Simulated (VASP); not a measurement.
Wanted: the native input for a VASP 6.6.1 run.

```
Task                   : single point
Functional             : PBEsol
Potentials or basis    : VASP PAW PBE potentials, release 64 (Al, Ga_d, N)
Cutoff                 : 520 eV
k mesh                 : 6 × 8 × 6
Occupations            : gaussian, width 0.05 eV
Spin                   : no spin polarisation
Dipole correction      : no
Further INCAR settings : ALGO = Normal; EDIFF = 1e-06; NBANDS = 41
```

The structure of AlGa3N4 lies in POSCAR:

```
AlGa3N4
1.0
    4.9880806634      0.0000000000      0.0001215027
    0.0000000000      3.0700352566      0.0000000000
   -0.0034781191      0.0000000000      5.4784941377
Al Ga N
1 3 4
Direct
    0.0006034227      0.5000000000      0.6673576245
    0.4991167030      0.5000000000      0.3349195796
    0.4990273845      0.0000000000      0.8315570005
    0.9998617813      0.0000000000      0.1661805284
    0.1196687538      0.5000000000      0.3400974154
    0.1176459792      0.0000000000      0.8263760592
    0.6204436392      0.0000000000      0.1662162869
    0.6312323464      0.5000000000      0.6672965055
```

This cell differs from its parent crystal: strain -0.030 along x and y, +0.000 along z.

The input as run:

INCAR

```
ALGO = Normal
EDIFF = 1E-6
ENCUT = 520
GGA = PS
ISIF = 2
ISMEAR = 0
LASPH = T
LCHARG = F
LREAL = F
LWAVE = F
NBANDS = 41
NELM = 100
PREC = Accurate
SIGMA = 0.05
```

KPOINTS

```
k-points
0
Gamma
  6 8 6
```

Potentials or basis: VASP PAW PBE potentials, release 64 (Al, Ga_d, N).

The run is started by

```bash
$ cat potpaw_PBE.64/Al/POTCAR potpaw_PBE.64/Ga_d/POTCAR potpaw_PBE.64/N/POTCAR > POTCAR
$ mpirun -np 1 vasp_std > vasp.out
```

Results of the run:

```yaml
Pressure: 13.3 GPa
Largest_force: 0.435 eV/Å
Band_gap_on_the_k_mesh: 2.75 eV
```

Caveat: the cell differs from its parent crystal (strain -0.030 along x and y, +0.000 along z); the stress differs along the axes, from 5 to 18 GPa; the PAW data sets were made with another functional, which shifts forces and pressure a little.

Run time: 3.6 min on 1 thread of Intel(R) Xeon(R) Platinum 8488C (Sapphire Rapids) (shared host), peak memory 0.38 GiB.
